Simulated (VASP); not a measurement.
C: single point with PBE

Crystal: C.

```
CELL_PARAMETERS angstrom
1.22803 0.70900 3.34701
-1.22803 0.70900 3.34701
0.00000 -1.41800 3.34701
ATOMIC_POSITIONS crystal
C 0.16400 0.16400 0.16400
C 0.83600 0.83600 0.83600
```

| Quantity | Value |
| --- | --- |
| Program | VASP 6.6.1 |
| Task | single point |
| Functional | PBE |
| Potentials or basis | VASP PAW PBE potentials, release 64 (C) |
| Cutoff | 520 eV |
| k mesh | 11 × 11 × 11 |
| Occupations | gaussian, width 0.1 eV |
| Spin | no spin polarisation |
| Dipole correction | no |
| Further INCAR settings | ALGO = Normal; EDIFF = 1e-07; NBANDS = 11 |

```json
{
  "Pressure": "4.8 GPa",
  "Largest force": "0.870 eV/Å",
  "Band gap on the k mesh": "0.96 eV, direct"
}
```

Forces in eV/Å, atoms in the order of the input:
```
C    0.000  0.000  0.870
C    0.000  0.000 -0.870
```

Stress tensor (GPa, compression positive):
```
5.67 0.00 0.00
0.00 5.67 0.00
0.00 0.00 3.03
```

Levels at points of the mesh, in eV from the valence-band top:
```csv
k point,band 1,band 2,band 3,band 4,band 5,band 6,band 7,band 8,band 9
"(0.00, 0.00, 0.00)",-19.33,-6.19,-2.56,-2.56,4.60,8.85,8.85,11.94,13.30
```

Wall time 22 s on 1 thread of Intel(R) Xeon(R) 6975P-C (Granite Rapids), with other jobs on the host, peak memory 0.15 GiB.

A k mesh can miss the band edges.
